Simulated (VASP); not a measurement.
Write the native input for VASP 6.6.1 that does the following.

```yaml
Task: single point
Functional: r2SCAN
Potentials_or_basis: VASP PAW PBE potentials, release 64 (C)
Cutoff: 520 eV
k_mesh: 15 × 15 × 4
Occupations: methfessel-paxton, width 0.15 eV
Spin: no spin polarisation
Dipole_correction: no
Further_INCAR_settings: ALGO = Normal; EDIFF = 1e-06; NBANDS = 11
```

Crystal: C.

```
C
1.0
     2.44699    0.00000    0.00000
    -1.22350    2.11916    0.00000
     0.00000    0.00000    3.38093
C
2
Direct
  0.33333 0.66667 0.00000
  0.66667 0.33333 0.00000
```

One way to write it, as run:

POSCAR

```
C
1.0
    2.4469915984      0.0000000000      0.0000000000
   -1.2234957992      2.1191568870      0.0000000000
    0.0000000000      0.0000000000      3.3809271923
C
2
Direct
    0.3333333333      0.6666666667      0.0000000000
    0.6666666667      0.3333333333      0.0000000000
```

INCAR.step1

```
ALGO = Normal ; EDIFF = 1E-4
ENCUT = 520 ; GGA = PE
ISMEAR = 1 ; LASPH = T
LCHARG = F ; LREAL = F
LWAVE = T ; NBANDS = 11
NELM = 80 ; PREC = Accurate
SIGMA = 0.15
```

INCAR.step2

```
ALGO = Normal ; EDIFF = 1E-6
ENCUT = 520 ; ISIF = 2
ISMEAR = 1 ; ISTART = 1
LASPH = T ; LCHARG = F
LMIXTAU = T ; LREAL = F
LWAVE = F ; METAGGA = R2SCAN
NBANDS = 11 ; NELM = 80
PREC = Accurate ; SIGMA = 0.15
```

KPOINTS

```
k-points
0
Gamma
  15 15 4
```

Potentials or basis: VASP PAW PBE potentials, release 64 (C).

Launch:

```sh
$ cat potpaw_PBE.64/C/POTCAR > POTCAR
$ cp INCAR.step1 INCAR
$ mpirun -np 1 vasp_std > vasp.out
$ cp INCAR.step2 INCAR
$ mpirun -np 1 vasp_std > vasp.out
```

Results of the run:

```json
{
  "Pressure": "4.7 GPa",
  "Band gap on the k mesh": "zero (band 4 reaches 5.43 eV, above the bottom of band 5 at 4.07 eV)"
}
```

Caveat: the k points lie up to 0.46 Å⁻¹ apart; the PAW data sets were made with another functional, which shifts forces and pressure a little.

Run time: 22 s on 1 thread of Intel(R) Xeon(R) 6975P-C (Granite Rapids), with other jobs on the host, peak memory 0.12 GiB.
